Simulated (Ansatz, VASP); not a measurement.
**P: VASP beside Ansatz**

INCAR

```
  PREC = Accurate
  ENCUT = 520
  EDIFF = 1E-6
  ISMEAR = 0
  SIGMA = 0.02
  LREAL = F
  LASPH = T
  NELM = 80
  ALGO = Normal
  ISIF = 2
  LWAVE = F
  LCHARG = F
  LDIPOL = T
  IDIPOL = 3
  DIPOL = 0.5 0.5 0.500
  GGA = PE
  IVDW = 12
  IBRION = 2
  NSW = 60
  EDIFFG = -0.01
```

Contents of KPOINTS:

```
Automatic mesh
0
Gamma
  9 9 1
```

POSCAR

```
P
1.0
    3.3842174567      0.0000000000      0.0000000000
   -1.6921087284      2.9308182894      0.0000000000
    0.0000000000      0.0000000000     28.0000000000
P
2
Direct
    0.3333333333      0.6666666667      0.5222365346
    0.6666666667      0.3333333333      0.4777634654
```

Input for Ansatz:

```yaml
crystal:
  lattice:
    - [3.3842174567, 0.0, 0.0]
    - [-1.6921087284, 2.9308182894, 0.0]
    - [0.0, 0.0, 28.0]
  atoms:
    - { symbol: P, position: [0.3333333333, 0.6666666667, 0.5222365346] }
    - { symbol: P, position: [0.6666666667, 0.3333333333, 0.4777634654] }
  periodic: [true, true, false]
basis:
  ecutwfc: 420
kpoints:
  mp_grid: { grid: [9, 9, 1] }
  band_path:
    path:
      - [0, 0, 0]
      - [0.5, 0, 0]
      - [0.333333333333, 0.333333333333, 0]
      - [0, 0, 0]
    npoints: 8
hamiltonian:
  xc: pbe
  dispersion: d3bj
scf:
  occupations: { method: gaussian, width: 0.02 }
output:
  forces: true
  stress: true
  eigenvalues: true
relax:
  adjacent_minimum: "off"
  f_tol: 0.01
  max_steps: 40
```

Change from the starting cell: biaxial strain +0.040, atoms relaxed.

Alike in both runs: task relaxation of the atoms; functional PBE; dispersion D3(BJ); k mesh 9 × 9 × 1; occupations gaussian, width 0.02 eV; no spin polarisation.

```csv
,VASP,Ansatz
version,VASP 6.6.1,Ansatz 0.2.0
potentials or method,"VASP PAW PBE potentials, release 64 (P), cutoff 520 eV","scalar-relativistic, plane waves, PAW"
valence electrons in the cell,10,10
```

Ansatz gave:

```
gap on the k mesh at the Fermi level, each at its own relaxed structure (eV) : 1.71
```

Question: What did VASP give for the same quantities?

Answer: gap on the k mesh at the Fermi level, each at its own relaxed structure (eV): 1.73.

Ansatz's warnings: stress scf threshold loose.
